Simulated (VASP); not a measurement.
A run of VASP 6.6.1 is set up as follows.

File INCAR:

```
SYSTEM = GaAs
PREC = Accurate ; ENCUT = 520
EDIFF = 1E-8 ; ISMEAR = 0
SIGMA = 0.01 ; LREAL = .FALSE.
LASPH = .TRUE. ; NELM = 100
ALGO = Normal ; ISIF = 2
LWAVE = .FALSE. ; LCHARG = .FALSE.
METAGGA = R2SCAN ; LMIXTAU = .TRUE.
LCALCEPS = .TRUE.
```

Contents of KPOINTS:

```
regular mesh
0
G
  6 6 6
  0 0 0
```

Contents of POSCAR:

```
GaAs
1.0
    0.0000000000      2.8047542445      2.8573279734
    2.8047542445      0.0000000000      2.8573279734
    2.8047542445      2.8047542445      0.0000000000
Ga As
1 1
Direct
    0.0000000000      0.0000000000      0.0000000000
    0.2500000000      0.2500000000      0.2500000000
```

Potentials or basis: VASP PAW PBE potentials, release 64 (Ga_d, As).

Launch:

```console
$ cat potpaw_PBE.64/Ga_d/POTCAR potpaw_PBE.64/As/POTCAR > POTCAR
$ mpirun -np 1 vasp_std > vasp.out
```

Q: What does it give for the electronic dielectric tensor (diagonal)?

A: 10.83, 10.83, 10.96.

Q: What does it give for the Born charges (mean of the diagonal)?

A: Ga +2.12; As -2.12 e.

Q: Predict the band gap on the k mesh.

A: 0.99 eV.

Electronic dielectric tensor:
```
10.83  0.00  0.00
 0.00 10.83  0.00
 0.00  0.00 10.96
```

Caveat: the cell differs from its parent crystal (epitaxial xy strain -1.0%). A k mesh can miss the band edges.
